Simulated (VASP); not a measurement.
Set up this calculation in VASP 6.6.1, as the native input.

* Task: single point
* Functional: PBE
* Dispersion: D3(BJ)
* Potentials or basis: VASP PAW PBE potentials, release 64 (Br)
* Cutoff: 520 eV
* k mesh: 2 × 2 × 2, shifted
* Occupations: fermi-dirac, width 0.05 eV
* Spin: no spin polarisation
* Dipole correction: no
* Further INCAR settings: LREAL = Auto; ALGO = Normal; EDIFF = 1e-07; NBANDS = 70

The structure of Br lies in POSCAR:

```
Br
1.0
    5.1470736200     -6.8799888000      0.0000000000
    5.1470736200      6.8799888000      0.0000000000
   -5.1470736200      0.0000000000      7.1559823200
Br
16
Direct
    0.7383427846      0.0175557101      0.5341202408
    0.5140540940     -0.0226948902     -0.0056931387
    0.7661792425      0.2519042774      0.0356637270
    0.2344138061      0.0082401821      0.4628239495
    0.0172774543     -0.0080315985      0.0026710519
    0.5104617565      0.2895842167      0.5165413824
    0.2566810943      0.2113441018     -0.0412294199
    0.7364293916      0.5151176941      0.4767553702
    0.5205462624      0.4934319741      0.0046330467
    0.7504609878      0.7372954140     -0.0264535310
   -0.0206978886      0.2508752279      0.4995917877
    0.2371359762      0.5203011174      0.5332868123
    0.0075188324      0.4717208962     -0.0059928879
    0.4658034443      0.7466299189      0.4966209866
    0.2726040888      0.7435050007      0.0219789531
   -0.0072113910      0.7732209841      0.4946816302
```

This cell differs from its parent crystal: dynamics (nvt nose hoover) at 200 K, volume x 1.0, from the last frame before.

One way to write it, as run:

INCAR

```
SYSTEM = Br
PREC = Accurate
ENCUT = 520
EDIFF = 1E-7
ISMEAR = -1
SIGMA = 0.05
LREAL = Auto
LASPH = .True.
NELM = 80
ALGO = Normal
ISIF = 2
LWAVE = .False.
LCHARG = .False.
GGA = PE
IVDW = 12
NBANDS = 70
```

KPOINTS

```
Automatic mesh
0
Gamma
  2 2 2
  0.5 0.5 0.5
```

Potentials or basis: VASP PAW PBE potentials, release 64 (Br).

Run with:

```console
$ cat potpaw_PBE.64/Br/POTCAR > POTCAR
$ mpirun -np 1 vasp_std > vasp.out
```

Results of the run:

The pressure is -0.6 GPa. The largest force is 0.533 eV/Å and the band gap on the k mesh is zero (bands 56 and 57 overlap by 0.63 eV). The dispersion energy per atom is -0.225 eV.

Caveat: the k points lie up to 0.44 Å⁻¹ apart, too coarse for converged energies and pressures of a metal; the atoms stand as in a frame of molecular dynamics.

Wall time 2.4 min on 1 thread of Intel(R) Xeon(R) 6975P-C (Granite Rapids), on a shared host, peak memory 0.57 GiB.
